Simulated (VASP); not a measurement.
# Na (Im-3m) in VASP: a series of runs

Runs on Na. Level: PBE. Tasks: single point, relaxation of cell and atoms.

Program: VASP 6.6.1. These are calculated values, not measurements. Logs are shortened: lines on timing, memory, paths and dates and some standing lists are left out, and cuts for length are marked.

**1. The cell of the first run**

It takes space group Im-3m (No. 229, cubic). The conventional cell has a = 3.137 Å, b = 3.137 Å, c = 3.137 Å, α = 90.00°, β = 90.00°, γ = 90.00°. Na (site symmetry m-3m) has 14 Na at 2.72 to 3.14 Å within 3.6 Å.

**2. Single point, PBE**

File INCAR:

```
SYSTEM = Na
ALGO = Normal ; EDIFF = 1E-6
ENCUT = 520 ; GGA = PE
ISIF = 2 ; ISMEAR = -1
LASPH = .TRUE. ; LCHARG = .FALSE.
LREAL = .FALSE. ; LWAVE = .FALSE.
NBANDS = 10 ; NELM = 100
PREC = Accurate ; SIGMA = 0.05
```

File KPOINTS:

```
k-points
0
G
  17 17 17
  0 0 0
```

File POSCAR:

```
Na
1.0
   -1.5687302576      1.5687302576      1.5687302576
    1.5687302576     -1.5687302576      1.5687302576
    1.5687302576      1.5687302576     -1.5687302576
Na
1
Direct
    0.0000000000      0.0000000000      0.0000000000
```

Potentials or basis: VASP PAW PBE potentials, release 64 (Na_pv).

Command:

```bash
$ cat potpaw_PBE.64/Na_pv/POTCAR > POTCAR
$ mpirun -np 1 vasp_std > vasp.out
```

OUTCAR:

```text
SYSTEM = Na
   EDIFF = 1E-6
   ENCUT = 520
   GGA = PE
   ISIF = 2
   ISMEAR = -1
   LASPH = .TRUE.
   LREAL = .FALSE.
   NELM = 100
   PREC = Accurate

 ion  position               nearest neighbor table
   1  0.000  0.000  0.000-

  LATTYP: Found a body centered cubic cell.
 ALAT       =     3.1374605152

  Lattice vectors:

 A1 = (  -1.5687302576,   1.5687302576,   1.5687302576)
 A2 = (   1.5687302576,  -1.5687302576,   1.5687302576)
 A3 = (   1.5687302576,   1.5687302576,  -1.5687302576)

Analysis of symmetry for initial positions (statically):
=====================================================================
 Subroutine PRICEL returns:
 Original cell was already a primitive cell.

 Routine SETGRP: Setting up the symmetry group for a
 body centered cubic supercell.

 Subroutine GETGRP returns: Found 48 space group operations
 (whereof 48 operations were pure point group operations)
 out of a pool of 48 trial point group operations.

The static configuration has the point symmetry O_h .

Analysis of symmetry for dynamics (positions and initial velocities):
=====================================================================
 Subroutine PRICEL returns:
 Original cell was already a primitive cell.

 Routine SETGRP: Setting up the symmetry group for a
 body centered cubic supercell.

 Subroutine GETGRP returns: Found 48 space group operations
 (whereof 48 operations were pure point group operations)
 out of a pool of 48 trial point group operations.

The dynamic configuration has the point symmetry O_h .

 Subroutine INISYM returns: Found 48 space group operations
 (whereof 48 operations are pure point group operations),
 and found     1 'primitive' translations

----------------------------------------------------------------------------------------

                                     Primitive cell

  volume of cell :      15.4420

  direct lattice vectors                    reciprocal lattice vectors
    -1.568730258  1.568730258  1.568730258     0.000000000  0.318729111  0.318729111
     1.568730258 -1.568730258  1.568730258     0.318729111  0.000000000  0.318729111
     1.568730258  1.568730258 -1.568730258     0.318729111  0.318729111  0.000000000

  length of vectors
     2.717120510  2.717120510  2.717120510     0.450751031  0.450751031  0.450751031

  position of ions in fractional coordinates (direct lattice)
     0.000000000  0.000000000  0.000000000

  ion indices of the primitive-cell ions
   primitive index   ion index
                 1           1

----------------------------------------------------------------------------------------

 KPOINTS: k-points

Automatic generation of k-mesh.
 Grid dimensions read from file:
 generate k-points for:   17   17   17

 Generating k-lattice:

  Cartesian coordinates                     Fractional coordinates (reciprocal lattice)
     0.000000000  0.018748771  0.018748771     0.058823529  0.000000000  0.000000000
     0.018748771  0.000000000  0.018748771     0.000000000  0.058823529  0.000000000
     0.018748771  0.018748771  0.000000000     0.000000000  0.000000000  0.058823529

  Length of vectors
     0.026514767  0.026514767  0.026514767

  Shift w.r.t. Gamma in fractional coordinates (k-lattice)
     0.000000000  0.000000000  0.000000000

 Subroutine IBZKPT returns following result:
 ===========================================

 Found    165 irreducible k-points:

 Following reciprocal coordinates:
            Coordinates               Weight
  0.000000  0.000000  0.000000      1.000000
  0.058824  0.000000  0.000000     12.000000
  0.117647  0.000000  0.000000     12.000000
  0.176471  0.000000  0.000000     12.000000
  0.235294  0.000000  0.000000     12.000000
  0.294118  0.000000  0.000000     12.000000
[... 16 lines left out ...]
  0.411765  0.117647  0.000000     48.000000
  0.176471  0.176471  0.000000     24.000000
 [... further k-points ...]
   k-points           NKPTS =    165   k-points in BZ     NKDIM =    165   number of bands    NBANDS=     10
   number of dos      NEDOS =    301   number of ions     NIONS =      1
   total plane-waves  NPLWV =   8000
   dimension x,y,z NGX =    20 NGY =   20 NGZ =   20
   dimension x,y,z NGXF=    40 NGYF=   40 NGZF=   40
   ions per type =               1
   NGX,Y,Z   is equivalent  to a cutoff of  12.24, 12.24, 12.24 a.u.
   NGXF,Y,Z  is equivalent  to a cutoff of  24.47, 24.47, 24.47 a.u.
 SYSTEM =  Na
   PREC   = accura    normal or accurate (medium, high low for compatibility)
   ISTART =      0    job   : 0-new  1-cont  2-samecut
   ICHARG =      2    charge: 1-file 2-atom 10-const
   ISPIN  =      1    spin polarized calculation?
   LNONCOLLINEAR =      F non collinear calculations
   LSORBIT =      F    spin-orbit coupling
   LASPH  =      T    aspherical Exc in radial PAW
   ENCUT  =  520.0 eV  38.22 Ry    6.18 a.u.   5.05  5.05  5.05*2*pi/ulx,y,z
   NELM   =    100;   NELMIN=  2; NELMDL= -5     # of ELM steps
   EDIFF  = 0.1E-05   stopping-criterion for ELM
   LREAL  =      F    real-space projection
   EDIFFG = 0.1E-04   stopping-criterion for IOM
   NSW    =      0    number of steps for IOM
   IBRION =     -1    ionic relax: 0-MD 1-quasi-New 2-CG
   NFREE  =      0    steps in history (QN), initial steepest desc. (CG)
   ISIF   =      2    stress and relaxation
   ISYM   =      2    0-nonsym 1-usesym 2-fastsym
   POTIM  = 0.5000    time-step for ionic-motion
   TEBEG  =    0.0;   TEEND  =   0.0 temperature during run
   PSTRESS=    0.0 pullay stress
   NELECT =       7.0000    total number of electrons
   NUPDOWN=      -1.0000    fix difference up-down
   EMIN   =  10.00;   EMAX   =-10.00  energy-range for DOS
   EFERMI =   0.00;   METHOD = LEGACY
   ISMEAR =    -1;   SIGMA  =   0.05  broadening in eV -4-tet -1-fermi 0-gaus
   EFERMI_NEDOS =   21; number of points for ismear=-14 and -15
   IALGO  =     38    algorithm
   IMIX   =      4    mixing-type and parameters
     AMIX     =   0.40;   BMIX     =  1.00
     AMIX_MAG =   1.60;   BMIX_MAG =  1.00
  volume/ion in A,a.u.               =      15.44       104.21
  Fermi-wavevector in a.u.,A,eV,Ry     =   1.257590  2.376501 21.518074  1.581534
  Thomas-Fermi vector in A             =   2.391242
   LORBIT       =      0    0 simple, 1 ext, 2 COOP (PROOUT), +10 PAW based schemes
   GGA     = PE    functional components
   LHFCALC =     F    Hartree Fock is set to
   AEXX    =    0.0000 exact exchange contribution
   IVDW    =     0    specifies the selected vdW correction
   LEPSILON=     F    determine dielectric tensor
   LRPA    =     F    only Hartree local field effects (RPA)
 non-spin polarized calculation
  energy-cutoff  :      520.00
  volume of cell :       15.44
 maximum number of plane-waves:       429
   NGX = 11   NGY = 11   NGZ = 11

 number of electron       6.9999984 magnetization

 Free energy of the ion-electron system (eV)
  ---------------------------------------------------
  ext. energy  EPLUGINS =         0.00000000
  ---------------------------------------------------
  free energy    TOTEN  =        -0.15701074 eV

  energy without entropy =       -0.15454800  energy(sigma->0) =       -0.15577937

 E-fermi :   4.6783     XC(G=0):  -9.3477

 val. band max:        4.6357312441   @ k =   0.2353   0.1765   0.1176
 cond. band min:       4.8168787125   @ k =   0.2353   0.2353   0.0588
 fundamental gap:      0.1811474684
 Fermi energy:         4.6782818816

 k-point     1 :       0.0000    0.0000    0.0000
  band No.  band energies     occupation
      1     -20.4693      2.00000
      2     -20.4693      2.00000
      3     -20.4693      2.00000
      4      -1.0744      2.00000
      5      23.1065      0.00000
      6      23.1065      0.00000
      7      23.1065      0.00000
      8      24.8795      0.00000
      9      24.8795      0.00000
     10      26.0220      0.00000

 k-point     2 :       0.0588    0.0000    0.0000
  band No.  band energies     occupation
      1     -20.4891      2.00000
      2     -20.4744      2.00000
      3     -20.4695      2.00000
      4      -0.9563      2.00000
      5      21.8527      0.00000
      6      22.3571      0.00000
      7      23.0548      0.00000
      8      24.1020      0.00000
      9      24.1193      0.00000
     10      26.9235      0.00000

 k-point     3 :       0.1176    0.0000    0.0000
  band No.  band energies     occupation
      1     -20.5455      2.00000
      2     -20.4892      2.00000
      3     -20.4703      2.00000
      4      -0.6064      2.00000
      5      19.4192      0.00000
      6      21.1104      0.00000
      7      22.9175      0.00000
      8      23.1281      0.00000
      9      24.1031      0.00000
     10      28.2411      0.00000

 k-point     4 :       0.1765    0.0000    0.0000
  band No.  band energies     occupation
      1     -20.6294      2.00000
      2     -20.5116      2.00000
      3     -20.4715      2.00000
      4      -0.0362      2.00000
      5      16.9997      0.00000
      6      19.9324      0.00000
      7      22.2691      0.00000
      8      22.7348      0.00000
      9      24.2245      0.00000
     10      29.3843      0.00000

 k-point     5 :       0.2353    0.0000    0.0000
  band No.  band energies     occupation
      1     -20.7279      2.00000
      2     -20.5386      2.00000
      3     -20.4729      2.00000
      4       0.7373      2.00000
      5      14.7233      0.00000
      6      18.9213      0.00000
      7      21.5685      0.00000
      8      22.5462      0.00000
      9      24.2617      0.00000
     10      30.0433      0.00000

 k-point     6 :       0.2941    0.0000    0.0000
  band No.  band energies     occupation
      1     -20.8273      2.00000
      2     -20.5663      2.00000
      3     -20.4744      2.00000
      4       1.6948      2.00000
      5      12.6048      0.00000
      6      18.1023      0.00000
      7      21.0250      0.00000
      8      22.3787      0.00000
      9      24.1256      0.00000
     10      30.3689      0.00000
[... 183 lines left out ...]
 k-point    21 :       0.2941    0.1176    0.0000
  band No.  band energies     occupation
      1     -20.9071      2.00000
      2     -20.6078      2.00000
      3     -20.4980      2.00000
      4       3.1129      2.00000
      5      10.8138      0.00000
      6      15.4070      0.00000
      7      21.1017      0.00000
      8      22.0935      0.00000
      9      26.1270      0.00000
     10      28.7610      0.00000

 k-point    22 :       0.3529    0.1176   -0.0000
  band No.  band energies     occupation
      1     -20.9596      2.00000
      2     -20.6320      2.00000
      3     -20.4996      2.00000
      4       4.3586      1.99666
      5       9.0562      0.00000
      6      15.0251      0.00000
      7      20.8140      0.00000
      8      21.8956      0.00000
      9      26.2005      0.00000
     10      28.9677      0.00000

 k-point    23 :       0.4118    0.1176    0.0000
  band No.  band energies     occupation
      1     -20.9872      2.00000
      2     -20.6450      2.00000
      3     -20.5005      2.00000
      4       5.6703      0.00000
      5       7.4912      0.00000
      6      14.8351      0.00000
      7      20.6587      0.00000
      8      21.7956      0.00000
      9      26.1963      0.00000
     10      29.1858      0.00000

 k-point    24 :       0.1765    0.1765    0.0000
  band No.  band energies     occupation
      1     -20.8200      2.00000
      2     -20.5738      2.00000
      3     -20.5035      2.00000
      4       1.9028      2.00000
      5      13.3455      0.00000
      6      15.2972      0.00000
      7      21.3567      0.00000
      8      22.8773      0.00000
      9      26.0793      0.00000
     10      29.6233      0.00000

 [... further k-points ...]

------------------------ aborting loop because EDIFF is reached ----------------------------------------

  FORCE on cell =-STRESS in cart. coord.  units (eV):
  Direction    XX          YY          ZZ          XY          YZ          ZX
  --------------------------------------------------------------------------------------
  -------------------------------------------------------------------------------------
  Total        3.3640799      3.3640799      3.3640799      0.0000000      0.0000000     -0.0000000
  in kB      349.0374867    349.0374867    349.0374867      0.0000000      0.0000000     -0.0000000
  external PRESSURE =     349.0374867 kB  Pullay stress =       0.0000000 kB

 VOLUME and BASIS-vectors are now :
 -----------------------------------------------------------------------------
  energy-cutoff  :      520.00
  volume of cell :       15.44
      direct lattice vectors                 reciprocal lattice vectors
    -1.568730258  1.568730258  1.568730258     0.000000000  0.318729111  0.318729111
     1.568730258 -1.568730258  1.568730258     0.318729111  0.000000000  0.318729111
     1.568730258  1.568730258 -1.568730258     0.318729111  0.318729111  0.000000000

 POSITION                                       TOTAL-FORCE (eV/Angst)
 -----------------------------------------------------------------------------------
      0.00000      0.00000      0.00000         0.000000     -0.000000      0.000000
 -----------------------------------------------------------------------------------
    total drift:                                0.000000     -0.000000      0.000000

  FREE ENERGIE OF THE ION-ELECTRON SYSTEM (eV)
  ---------------------------------------------------
  free  energy   TOTEN  =        -0.1570107355 eV

  energy  without entropy=       -0.1545479976  energy(sigma->0) =       -0.15577937
```

It took 18 s on 1 thread of Intel Xeon 8259CL, shared host; peak memory 0.13 GiB.

Results:

```
Free energy            : -0.1570 eV
Pressure               : 34.9 GPa
Band gap on the k mesh : zero (an odd number of electrons rules out a gap without spin polarisation)
```

Levels at points of the mesh, in eV from the Fermi level:
```csv
k point,band 1,band 2,band 3,band 4,band 5,band 6,band 7,band 8,band 9
"(0.00, 0.00, 0.00)",-25.15,-25.15,-25.15,-5.75,18.43,18.43,18.43,20.20,20.20
```

Caveat: the cell stands under pressure.

**3. Relaxation of cell and atoms, PBE, target pressure 35 GPa, at which the enthalpy is minimised**

File INCAR:

```
SYSTEM = Na
PREC = Accurate ; ENCUT = 600
EDIFF = 1E-7 ; ISMEAR = -1
SIGMA = 0.05 ; LREAL = .False.
LASPH = .True. ; NELM = 80
ALGO = Normal ; ISIF = 3
LWAVE = .False. ; LCHARG = .False.
GGA = PE ; IBRION = 2
NSW = 60 ; EDIFFG = -0.005
PSTRESS = 350.0
```

File KPOINTS:

```
Automatic mesh
0
Gamma
  17 17 17
  0 0 0
```

File POSCAR:

```
Na
1.0
   -1.5690884129      1.5690884129      1.5690884129
    1.5690884129     -1.5690884129      1.5690884129
    1.5690884129      1.5690884129     -1.5690884129
Na
1
Direct
    0.0000000000      0.0000000000      0.0000000000
```

Potentials or basis: VASP PAW PBE potentials, release 64 (Na_pv).

Command:

```bash
$ cat potpaw_PBE.64/Na_pv/POTCAR > POTCAR
$ mpirun -np 1 vasp_std > vasp.out
```

Wall time 22 s (1 thread of Intel Xeon 8259CL, shared host); peak memory 0.14 GiB.

Results (log left out):

```yaml
Free_energy: -0.1594 eV
Pressure_after_relaxing: 35.0 GPa
Band_gap_on_the_k_mesh: zero (an odd number of electrons rules out a gap without spin polarisation)
```

Final structure:
```
Na
1.0
    -1.56909    1.56909    1.56909
     1.56909   -1.56909    1.56909
     1.56909    1.56909   -1.56909
Na
1
Direct
  0.00000 0.00000 0.00000
```

Levels at points of the mesh, in eV from the Fermi level:
```csv
k point,band 2,band 3,band 4,band 5,band 6,band 7
"(0.00, 0.00, 0.00)",-25.15,-25.15,-5.75,18.42,18.42,18.42
```

Caveat: the cell is relaxed towards a set pressure, so the run minimises the enthalpy, not the energy.

The gap in the log of VASP goes by the Fermi energy; the results here count the filled bands.